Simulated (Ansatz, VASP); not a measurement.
**TaN: VASP beside Ansatz**

The input INCAR:

```
ALGO     = Normal         # electronic algorithm
EDIFF    = 1E-6           # SCF threshold, eV
ENCUT    = 520            # plane-wave cutoff, eV
GGA      = PS             # functional
ISIF     = 2              # what is computed and relaxed
ISMEAR   = -1             # smearing method
LASPH    = True           # aspherical terms in the spheres
LCHARG   = False          # write CHGCAR
LREAL    = False          # projectors in reciprocal space
LWAVE    = False          # write WAVECAR
NBANDS   = 15             # bands
NELM     = 60             # most SCF steps
PREC     = Accurate       # precision mode
SIGMA    = 0.02           # smearing width, eV
```

File KPOINTS:

```
k-points
0
Gamma
  12 12 10
```

The input POSCAR:

```
TaN
1.0
    2.9379988584     -0.0293799886     -0.0293799886
   -1.4944432457      2.5590716420     -0.0107538222
   -0.0288300000     -0.0288300000      2.8830000000
Ta N
1 1
Direct
    0.3333333333      0.6666666667      0.5000000000
    0.0000000000      0.0000000000      0.0000000000
```

Input for Ansatz:

```yaml
crystal:
  lattice:
    - [2.9379988584, -0.0293799886, -0.0293799886]
    - [-1.4944432457, 2.559071642, -0.0107538222]
    - [-0.02883, -0.02883, 2.883]
  atoms:
    - { symbol: Ta, position: [0.3333333333, 0.6666666667, 0.5] }
    - { symbol: "N", position: [0.0, 0.0, 0.0] }
kpoints:
  mp_grid: { grid: [12, 12, 10] }
  band_path:
    path:
      - [0.0, 0.0, 0.0]
      - [0.0, 0.0, 0.5]
      - [-0.5, 0.5, 0.0]
      - [0.0, 0.0, 0.0]
      - [0.0, -0.5, 0.0]
      - [-0.5, 0.0, 0.5]
      - [0.0, 0.0, 0.0]
      - [-0.5, 0.0, 0.0]
      - [0.0, -0.5, 0.5]
    npoints: 5
scf:
  occupations: { method: fermi_dirac, width: 0.02 }
hamiltonian:
  xc: pbesol
  pseudopotentials: { kind: all_electron, lapw: { basis_error: 0.0005 } }
output:
  forces: true
  stress: true
  eigenvalues: true
```

Change from the starting cell: equal xy, yz and zx shear strains of -2 %.

Alike in both runs: task single point; functional PBEsol; k mesh 12 × 12 × 10; occupations fermi-dirac, width 0.02 eV; no spin polarisation.

```csv
,VASP,Ansatz
version,VASP 6.6.1,Ansatz 0.2.0
potentials or method,"VASP PAW PBE potentials, release 64 (Ta_pv, N), cutoff 520 eV","all-electron LAPW, scalar-relativistic"
```

|  | VASP | Ansatz | Ansatz less VASP |
| --- | --- | --- | --- |
| pressure (GPa) | -3.6 | -4.4 | -0.70 |
| traceless stress, the component that is largest in VASP (GPa) | 5.06 | 4.99 | -0.073 |
| rms of the force components (eV/Å) | 0.033 | 0.031 | -0.0023 |

VASP's potentials were made for PBE, not for PBEsol. Atom by atom the forces differ by 0.002 eV/Å (rms over components). Ansatz ran all-electron here, and VASP with PAW potentials.

Spin-orbit coupling is off throughout.
